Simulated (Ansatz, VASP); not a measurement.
## Sn in VASP and in Ansatz

```
Sn
1.0
    -2.94014    2.94014    1.59930
     2.94014   -2.94014    1.59930
     2.94014    2.94014   -1.59930
Sn
2
Cartesian
  0.0000 0.0000 0.0000
  0.0000 2.9401 0.7997
```

Alike in both runs: task relaxation of cell and atoms; functional PBEsol; dispersion D3(BJ); k mesh 9 × 9 × 9; occupations fermi-dirac, width 0.05 eV; no spin polarisation.

|  | VASP | Ansatz |
| --- | --- | --- |
| version | VASP 6.6.1 | Ansatz 0.2.0 |
| potentials or method | VASP PAW PBE potentials, release 64 (Sn_d) | Ansatz PAW |
| plane-wave cutoff (eV) | 600 | 420 |
| valence electrons in the cell | 28 | 28 |

Ansatz gave:

- relaxed volume (Å³/atom): 25.75
- relaxed cell length with the largest relative difference (Å): 4.358

Question: What did VASP give for the same quantities?

Answer: Relaxed volume (Å³/atom): 25.76; relaxed cell length with the largest relative difference (Å): 4.359.

VASP's potentials were made for PBE, not for PBEsol.

Noted on Ansatz's run: the plane-wave basis is chosen anew once the cell has moved, so the energies of steps on either side of that aren't comparable.
